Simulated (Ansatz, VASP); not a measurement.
Given: the input of a run of Ansatz 0.2.0 on HCN.

The input input.yaml:

```yaml
crystal:
  lattice:
    - [-2.316058, 2.316058, 2.159901]
    - [2.316058, -2.316058, 2.159901]
    - [2.316058, 2.316058, -2.159901]
  atoms:
    - { symbol: "N", position: [0.271929, 0.271929, 0.0] }
    - { symbol: C, position: [0.003674, 0.003674, 0.0] }
    - { symbol: H, position: [0.752097, 0.752097, 0.0] }
hamiltonian:
  xc: pbe
  pseudopotentials: { kind: paw }
kpoints:
  mp_grid: { grid: [5, 5, 5] }
scf:
  occupations: { method: fermi_dirac, width: 0.05 }
output:
  forces: true
  stress: true
  eigenvalues: true
```

Potentials or basis: Ansatz PAW.

Run with:

```bash
$ ansatz run input.yaml --threads 2 --pin off --max-ram 5632MiB --backend cpu --events-out ev --progress --plain --runs-dir out
```

Problem. Translate it to VASP 6.6.1. Potentials there: VASP PAW PBE potentials, release 64 (N_h, C_h, H_h).

Solution. As run (the cutoff follows the program's own potentials):

The input INCAR:

```
SYSTEM = HCN
PREC = Accurate ; ENCUT = 1330
EDIFF = 1E-6 ; ISMEAR = -1
SIGMA = 0.05 ; LREAL = .False.
LASPH = .True. ; NELM = 120
ALGO = Normal ; ISIF = 2
LWAVE = .False. ; LCHARG = .False.
GGA = PE ; NBANDS = 12
GGA_COMPAT = .False.
```

The input KPOINTS:

```
Automatic mesh
0
Gamma
  5 5 5
  0 0 0
```

Contents of POSCAR:

```
HCN
1.0
   -2.3160580000      2.3160580000      2.1599010000
    2.3160580000     -2.3160580000      2.1599010000
    2.3160580000      2.3160580000     -2.1599010000
N C H
1 1 1
Direct
    0.2719290000      0.2719290000      0.0000000000
    0.0036740000      0.0036740000      0.0000000000
    0.7520970000      0.7520970000      0.0000000000
```

Potentials or basis: VASP PAW PBE potentials, release 64 (N_h, C_h, H_h).

The run is started by

```bash
$ cat potpaw_PBE.64/N_h/POTCAR potpaw_PBE.64/C_h/POTCAR potpaw_PBE.64/H_h/POTCAR > POTCAR
$ mpirun -np 1 vasp_std > vasp.out
```

Both were run:

|  | VASP | Ansatz | Ansatz less VASP |
| --- | --- | --- | --- |
| gap on the k mesh at the Fermi level (eV) | 6.88 | 6.87 | -0.003 |
| least direct gap on the mesh (eV) | 7.16 | 7.16 | -0.002 |
| pressure (GPa) | 0.0 | 0.0 | +0.07 |
| traceless stress, the component that is largest in VASP (GPa) | -0.68 | -0.70 | -0.018 |
| rms of the force components (eV/Å) | 0.155 | 0.174 | +0.0186 |

Atom by atom the forces differ by 0.019 eV/Å (rms over components).

Noted on Ansatz's run: odd divisions of the mesh miss points on the zone boundary, where band edges often lie, so the gap on the mesh can be too wide.
